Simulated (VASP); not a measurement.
# Sr9Ti7O24 (a cell with a defect) in VASP: settings compared

The runs below take Sr9Ti7O24 (a cell with a defect) through single point, with PBEsol, HSE06.

Program: VASP 6.6.1. These are calculated values, not measurements. Logs are shortened: lines on timing, memory, paths and dates and some standing lists are left out, and cuts for length are marked.

## 1. The cell of the first run

The cell holds a defect, 40 atoms: a = 7.783 Å, b = 7.783 Å, c = 7.783 Å, α = 90.00°, β = 90.00°, γ = 90.00°.

## 2. Single point, PBEsol

INCAR

```
SYSTEM = Sr9Ti7O24
PREC     = Accurate       ! precision mode
ENCUT    = 520            ! plane-wave cutoff, eV
EDIFF    = 1E-6           ! SCF threshold, eV
ISMEAR   = -1             ! smearing method
SIGMA    = 0.05           ! smearing width, eV
LREAL    = Auto         
LASPH    = .TRUE.         ! aspherical terms in the spheres
NELM     = 120            ! most SCF steps
ALGO     = Normal         ! electronic algorithm
ISIF     = 2              ! what is computed and relaxed
LWAVE    = .FALSE.        ! write WAVECAR
LCHARG   = .FALSE.        ! write CHGCAR
GGA      = PS             ! functional
NELECT   = 320.0        
ISYM     = -1           
NBANDS   = 185            ! bands
GGA_COMPAT= .FALSE.
```

KPOINTS

```
explicit points
1
Reciprocal
  0.25000000   0.25000000   0.25000000 1
```

POSCAR

```
Sr9Ti7O24
1.0
    7.7828210000      0.0000000000      0.0000000000
    0.0000000000      7.7828210000      0.0000000000
    0.0000000000      0.0000000000      7.7828210000
Sr Ti O
9 7 24
Direct
    0.9972030000      0.0015570000      0.9906220000
    0.0034790000      0.9953540000      0.5108650000
    0.9848170000      0.5046920000      0.0086200000
    0.9912110000      0.5147260000      0.5116480000
    0.4997020000      0.9900670000      0.9969180000
    0.5096740000      0.9917090000      0.5139880000
    0.4997140000      0.4944530000      0.0076090000
    0.5126710000      0.5114190000      0.5113930000
    0.2494220000      0.2496180000      0.2538970000
    0.2556490000      0.2588440000      0.7469300000
    0.2437400000      0.7495810000      0.2602990000
    0.2509990000      0.7503500000      0.7615520000
    0.7504460000      0.2430330000      0.2616210000
    0.7562370000      0.2520200000      0.7560680000
    0.7439050000      0.7501870000      0.2525940000
    0.7510780000      0.7522480000      0.7547220000
    0.1867110000      0.2778940000      0.9686030000
    0.2686910000      0.1719830000      0.5280220000
    0.2533180000      0.6933330000      0.9912540000
    0.2432380000      0.7836290000      0.5016960000
    0.7909890000      0.2446590000      0.9900380000
    0.7019000000      0.2550170000      0.5000360000
    0.7479160000      0.7628010000      0.0014180000
    0.7556440000      0.7455210000      0.5052870000
    0.9712140000      0.3204270000      0.2792520000
    0.9887780000      0.2467410000      0.6999310000
    0.0016240000      0.7166430000      0.2529130000
    0.9981240000      0.7504950000      0.7565690000
    0.5296490000      0.2257960000      0.1856330000
    0.4983190000      0.2546490000      0.7839950000
    0.5124110000      0.8029330000      0.2599970000
    0.5019920000      0.7444490000      0.7467660000
    0.2305930000      0.9693760000      0.1815190000
    0.2519280000      0.9850920000      0.7943250000
    0.3215970000      0.5287520000      0.2763050000
    0.2500890000      0.4963370000      0.6970220000
    0.8001520000      0.0046480000      0.2638940000
    0.7458860000      0.9986620000      0.7425110000
    0.7108650000      0.5147780000      0.2441100000
    0.7527260000      0.5022670000      0.7578090000
```

Potentials or basis: VASP PAW PBE potentials, release 64 (Sr_sv, Ti_sv, O).

Launch:

```sh
> cat potpaw_PBE.64/Sr_sv/POTCAR potpaw_PBE.64/Ti_sv/POTCAR potpaw_PBE.64/O/POTCAR > POTCAR
> mpirun -np 1 vasp_std > vasp.out
```

OUTCAR:

```text
SYSTEM = Sr9Ti7O24
   PREC = Accurate
   ENCUT = 520
   EDIFF = 1E-6
   ISMEAR = -1
   LREAL = Auto
   LASPH = .TRUE.
   NELM = 120
   ISIF = 2
   GGA = PS
   NELECT = 320.0
   ISYM = -1

 ion  position               nearest neighbor table
   1  0.997  0.002  0.991-  33 2.36  21 2.48  34 2.51  17 2.61  37 2.62  28 2.67  23 2.69  38 2.75
                            26 2.96  27 3.01  19 3.12  14 3.26  16 3.29  12 3.30  25 3.35  10 3.41
   2  0.003  0.995  0.511-  26 2.45  18 2.48  20 2.49  37 2.49  38 2.70  28 2.70  24 2.74  34 2.93
                            27 2.96  22 3.10  25 3.12  33 3.12  11 3.31  16 3.32  12 3.34  14 3.37
   3  0.985  0.505  0.009-  17 2.38  27 2.52  21 2.53  25 2.55  19 2.56  40 2.66  23 2.73  28 2.74
                            39 2.81  26 3.13  36 3.19  15 3.28  14 3.30  16 3.31  35 3.35  13 3.37
   4  0.991  0.515  0.512-  25 2.36  36 2.48  26 2.55  27 2.56  24 2.57  28 2.65  40 2.67  20 2.87
                            39 3.02  22 3.03  35 3.16  16 3.24  11 3.32  15 3.34  14 3.34  12 3.35
   5  0.500  0.990  0.997-  29 2.36  34 2.49  31 2.51  33 2.54  23 2.62  30 2.64  32 2.73  38 2.76
                            19 3.00  21 3.01  37 3.13  12 3.25  16 3.29  17 3.32  15 3.33  14 3.41
   6  0.510  0.992  0.514-  18 2.34  31 2.46  22 2.54  38 2.56  20 2.63  32 2.64  24 2.71  30 2.93
                            34 2.96  37 2.98  29 3.14  16 3.24  15 3.32  13 3.35  12 3.36  14 3.37
   7  0.500  0.494  0.008-  19 2.47  39 2.47  29 2.52  35 2.52  30 2.55  40 2.77  32 2.81  23 2.85
                            17 2.98  21 2.99  36 3.10  31 3.10  10 3.33   9 3.33  15 3.35  14 3.37
   8  0.513  0.511  0.511-  35 2.36  22 2.48  36 2.51  32 2.58  39 2.59  24 2.63  40 2.68  30 2.92
                            20 2.98  31 3.00  16 3.25  18 3.26  15 3.28  10 3.35  14 3.36  29 3.37
   9  0.249  0.250  0.254-  18 2.22  25 2.24  35 2.25  29 2.25  33 2.26  17 2.28   7 3.33   2 3.40
                             1 3.43   3 3.44   5 3.45   6 3.50   4 3.51   8 3.52  10 3.84  13 3.88
  10  0.256  0.259  0.747-  17 1.81  18 1.84  36 1.89  30 1.91  26 2.11  34 2.16   7 3.33   8 3.35
                             2 3.38   6 3.39   4 3.40   1 3.41   5 3.43   3 3.50   9 3.84   9 3.95
  11  0.244  0.750  0.260-  33 1.82  35 1.83  20 1.90  27 1.90  31 2.13  19 2.14   2 3.31   4 3.32
                             3 3.40   8 3.41   5 3.42   6 3.43   7 3.43   1 3.45   9 3.89   9 3.89
  12  0.251  0.750  0.762-  19 1.84  34 1.84  32 1.96  28 1.97  36 2.04  20 2.04   5 3.25   1 3.30
                             2 3.34   4 3.35   6 3.36   7 3.37   8 3.38   3 3.41
  13  0.750  0.243  0.262-  29 1.82  25 1.83  37 1.90  22 1.90  21 2.14  39 2.14   6 3.35   3 3.37
                             2 3.37   7 3.40   8 3.40   1 3.42   4 3.43   5 3.45   9 3.88   9 3.90
  14  0.756  0.252  0.756-  21 1.84  26 1.86  40 1.95  38 1.98  30 2.02  22 2.04   1 3.26   3 3.30
                             4 3.34   8 3.36   2 3.37   6 3.37   7 3.37   5 3.41
  15  0.744  0.750  0.253-  31 1.85  39 1.85  23 1.96  24 1.97  27 2.02  37 2.03   8 3.28   3 3.28
                             6 3.32   5 3.33   4 3.34   7 3.35   2 3.43   1 3.45
  16  0.751  0.752  0.755-  38 1.92  23 1.92  28 1.92  32 1.94  24 1.94  40 1.95   4 3.24   6 3.24
                             8 3.25   1 3.29   5 3.29   3 3.31   2 3.32   7 3.42
  17  0.187  0.278  0.969-  10 1.81   9 2.28   3 2.38   1 2.61   7 2.98   5 3.32
  18  0.269  0.172  0.528-  10 1.84   9 2.22   6 2.34   2 2.48   8 3.26   4 3.43
  19  0.253  0.693  0.991-  12 1.84  11 2.14   7 2.47   3 2.56   5 3.00   1 3.12
  20  0.243  0.784  0.502-  11 1.90  12 2.04   2 2.49   6 2.63   4 2.87   8 2.98
  21  0.791  0.245  0.990-  14 1.84  13 2.14   1 2.48   3 2.53   7 2.99   5 3.01
  22  0.702  0.255  0.500-  13 1.90  14 2.04   8 2.48   6 2.54   4 3.03   2 3.10
[... 16 lines left out ...]
  39  0.711  0.515  0.244-  15 1.85  13 2.14   7 2.47   8 2.59   3 2.81   4 3.02
  40  0.753  0.502  0.758-  16 1.95  14 1.95   3 2.66   4 2.67   8 2.68   7 2.77

IMPORTANT INFORMATION: All symmetrisations will be switched off!
NOSYMM: (Re-)initialisation of all symmetry stuff for point group C_1.

----------------------------------------------------------------------------------------

                                     Primitive cell

  volume of cell :     471.4234

  direct lattice vectors                    reciprocal lattice vectors
     7.782821000  0.000000000  0.000000000     0.128488115  0.000000000  0.000000000
     0.000000000  7.782821000  0.000000000     0.000000000  0.128488115  0.000000000
     0.000000000  0.000000000  7.782821000     0.000000000  0.000000000  0.128488115

  length of vectors
     7.782821000  7.782821000  7.782821000     0.128488115  0.128488115  0.128488115

  position of ions in fractional coordinates (direct lattice)
     0.997203000  0.001557000  0.990622000
     0.003479000  0.995354000  0.510865000
     0.984817000  0.504692000  0.008620000
     0.991211000  0.514726000  0.511648000
     0.499702000  0.990067000  0.996918000
     0.509674000  0.991709000  0.513988000
[... 32 lines left out ...]
     0.710865000  0.514778000  0.244110000
     0.752726000  0.502267000  0.757809000

  ion indices of the primitive-cell ions
   primitive index   ion index
                 1           1
                 2           2
                 3           3
                 4           4
                 5           5
                 6           6
[... 32 lines left out ...]
                39          39
                40          40

----------------------------------------------------------------------------------------

 KPOINTS: explicit points

Read explicit list of k-points.

 Found      1 k-points:

 Following reciprocal coordinates:
            Coordinates               Weight
  0.250000  0.250000  0.250000      1.000000
   k-points           NKPTS =      1   k-points in BZ     NKDIM =      1   number of bands    NBANDS=    185
   number of dos      NEDOS =    301   number of ions     NIONS =     40
   total plane-waves  NPLWV = 216000
   dimension x,y,z NGX =    60 NGY =   60 NGZ =   60
   dimension x,y,z NGXF=   120 NGYF=  120 NGZF=  120
   ions per type =               9   7  24
   NGX,Y,Z   is equivalent  to a cutoff of  12.82, 12.82, 12.82 a.u.
   NGXF,Y,Z  is equivalent  to a cutoff of  25.63, 25.63, 25.63 a.u.
 SYSTEM =  Sr9Ti7O24
   PREC   = accura    normal or accurate (medium, high low for compatibility)
   ISTART =      0    job   : 0-new  1-cont  2-samecut
   ICHARG =      2    charge: 1-file 2-atom 10-const
   ISPIN  =      1    spin polarized calculation?
   LNONCOLLINEAR =      F non collinear calculations
   LSORBIT =      F    spin-orbit coupling
   LASPH  =      T    aspherical Exc in radial PAW
   ENCUT  =  520.0 eV  38.22 Ry    6.18 a.u.  14.47 14.47 14.47*2*pi/ulx,y,z
   NELM   =    120;   NELMIN=  2; NELMDL= -5     # of ELM steps
   EDIFF  = 0.1E-05   stopping-criterion for ELM
   LREAL  =      T    real-space projection
   EDIFFG = 0.1E-04   stopping-criterion for IOM
   NSW    =      0    number of steps for IOM
   IBRION =     -1    ionic relax: 0-MD 1-quasi-New 2-CG
   NFREE  =      0    steps in history (QN), initial steepest desc. (CG)
   ISIF   =      2    stress and relaxation
   ISYM   =     -1    0-nonsym 1-usesym 2-fastsym
   POTIM  = 0.5000    time-step for ionic-motion
   TEBEG  =    0.0;   TEEND  =   0.0 temperature during run
   PSTRESS=    0.0 pullay stress
   NELECT =     320.0000    total number of electrons
   NUPDOWN=      -1.0000    fix difference up-down
   EMIN   =  10.00;   EMAX   =-10.00  energy-range for DOS
   EFERMI =   0.00;   METHOD = LEGACY
   ISMEAR =    -1;   SIGMA  =   0.05  broadening in eV -4-tet -1-fermi 0-gaus
   EFERMI_NEDOS =   21; number of points for ismear=-14 and -15
   IALGO  =     38    algorithm
   IMIX   =      4    mixing-type and parameters
     AMIX     =   0.40;   BMIX     =  1.00
     AMIX_MAG =   1.60;   BMIX_MAG =  1.00
  volume/ion in A,a.u.               =      11.79        79.53
  Fermi-wavevector in a.u.,A,eV,Ry     =   1.438758  2.718859 28.164398  2.070025
  Thomas-Fermi vector in A             =   2.557689
   LORBIT       =      0    0 simple, 1 ext, 2 COOP (PROOUT), +10 PAW based schemes
   GGA     = PS    functional components
   LHFCALC =     F    Hartree Fock is set to
   AEXX    =    0.0000 exact exchange contribution
   IVDW    =     0    specifies the selected vdW correction
   LEPSILON=     F    determine dielectric tensor
   LRPA    =     F    only Hartree local field effects (RPA)
 non-spin polarized calculation
  energy-cutoff  :      520.00
  volume of cell :      471.42
 maximum number of plane-waves:     12704
 NGX is ok and might be reduce to    60
   NGX = 29   NGY = 29   NGZ = 29

 number of electron     319.9999993 magnetization

 Free energy of the ion-electron system (eV)
  ---------------------------------------------------
  ext. energy  EPLUGINS =         0.00000000
  ---------------------------------------------------
  free energy    TOTEN  =      -312.93904944 eV

  energy without entropy =     -312.93904944  energy(sigma->0) =     -312.93904944

 E-fermi :   5.1021     XC(G=0): -11.6376

 val. band max:        3.8113178510   @ k =   0.2500   0.2500   0.2500
 cond. band min:       6.4135472274   @ k =   0.2500   0.2500   0.2500
 fundamental gap:      2.6022293764
 Fermi energy:         5.1020587026

 k-point     1 :       0.2500    0.2500    0.2500
  band No.  band energies     occupation
      1     -52.4687      2.00000
      2     -52.1189      2.00000
      3     -52.1094      2.00000
      4     -52.0813      2.00000
      5     -51.5866      2.00000
      6     -51.5801      2.00000
[... 164 lines left out ...]
    171       7.6299      0.00000
    172       7.6548      0.00000
 [bands above 172 left out]

------------------------ aborting loop because EDIFF is reached ----------------------------------------

  FORCE on cell =-STRESS in cart. coord.  units (eV):
  Direction    XX          YY          ZZ          XY          YZ          ZX
  --------------------------------------------------------------------------------------
  -------------------------------------------------------------------------------------
  Total       48.1930923     47.9438901     47.9875782     -3.9653104      0.0319872      0.2182319
  in kB      163.7888184    162.9418810    163.0903592    -13.4764856      0.1087114      0.7416819
  external PRESSURE =     163.2736862 kB  Pullay stress =       0.0000000 kB

 VOLUME and BASIS-vectors are now :
 -----------------------------------------------------------------------------
  energy-cutoff  :      520.00
  volume of cell :      471.42
      direct lattice vectors                 reciprocal lattice vectors
     7.782821000  0.000000000  0.000000000     0.128488115  0.000000000  0.000000000
     0.000000000  7.782821000  0.000000000     0.000000000  0.128488115  0.000000000
     0.000000000  0.000000000  7.782821000     0.000000000  0.000000000  0.128488115

 POSITION                                       TOTAL-FORCE (eV/Angst)
 -----------------------------------------------------------------------------------
      7.76105      0.01212      7.70983        -0.038181     -0.009891      0.001186
      0.02708      7.74666      3.97597        -0.012312     -0.017696     -0.027774
      7.66465      3.92793      0.06709        -0.018043      0.027806     -0.016989
      7.71442      4.00602      3.98206         0.008411      0.020186      0.013063
      3.88909      7.70551      7.75883         0.022878     -0.015096     -0.021796
      3.96670      7.71829      4.00028         0.016677     -0.008195     -0.004840
[... 32 lines left out ...]
      5.53254      4.00643      1.89986         0.015086     -0.052576      0.005234
      5.85833      3.90905      5.89789        -0.015085      0.001079      0.007607
 -----------------------------------------------------------------------------------
    total drift:                               -0.011295      0.001623     -0.006723

  FREE ENERGIE OF THE ION-ELECTRON SYSTEM (eV)
  ---------------------------------------------------
  free  energy   TOTEN  =      -312.9390494447 eV

  energy  without entropy=     -312.9390494446  energy(sigma->0) =     -312.93904944
```

Wall time 2.9 min (1 thread of Intel Xeon 6975P-C (Granite Rapids), shared host); peak memory 0.51 GiB.

What came out:

```yaml
Free_energy: -312.9390 eV
Largest_force: 0.068 eV/Å
```

Forces in eV/Å, atoms in the order of the input:
```
Sr  -0.038 -0.010  0.001
Sr  -0.012 -0.018 -0.028
Sr  -0.018  0.028 -0.017
Sr   0.008  0.020  0.013
Sr   0.023 -0.015 -0.022
Sr   0.017 -0.008 -0.005
Sr   0.016  0.004 -0.033
Sr   0.002 -0.002  0.029
Sr  -0.004 -0.005  0.017
Ti  -0.010 -0.004 -0.002
Ti   0.025 -0.010 -0.006
Ti  -0.003 -0.040 -0.054
Ti  -0.001  0.018 -0.015
Ti  -0.017  0.015 -0.021
Ti   0.047  0.037  0.003
Ti  -0.003 -0.026  0.005
O   -0.003 -0.017 -0.032
O   -0.015 -0.003  0.034
O   -0.014  0.016  0.048
O    0.005 -0.012  0.024
O   -0.016  0.003  0.042
O    0.019 -0.008  0.019
O    0.002 -0.007 -0.001
O   -0.005  0.009 -0.012
O   -0.033 -0.010 -0.006
O    0.027  0.005  0.018
O   -0.019  0.012 -0.001
O    0.019  0.015  0.004
O    0.039  0.013  0.003
O    0.022 -0.009 -0.007
O   -0.043 -0.022 -0.003
O   -0.005  0.002  0.004
O    0.016 -0.026 -0.006
O   -0.005  0.046 -0.013
O   -0.006  0.041 -0.018
O   -0.005  0.028  0.023
O   -0.012 -0.022 -0.010
O    0.001  0.015  0.011
O    0.015 -0.053  0.005
O   -0.015  0.001  0.008
```

Levels at points of the mesh, in eV from the Fermi level:
| k point | band 158 | band 159 | band 160 | band 161 | band 162 | band 163 |
| --- | --- | --- | --- | --- | --- | --- |
| (0.25, 0.25, 0.25) | -1.44 | -1.33 | -1.29 | 1.31 | 1.35 | 1.40 |

Caveat: the cell carries a net charge on a neutralising background, which shifts energy and pressure; the cell is charged against a uniform background, so pressure and absolute levels hang on convention; the PAW data sets were made with another functional, which shifts forces and pressure a little.

(Continued in part 2 of 2.)
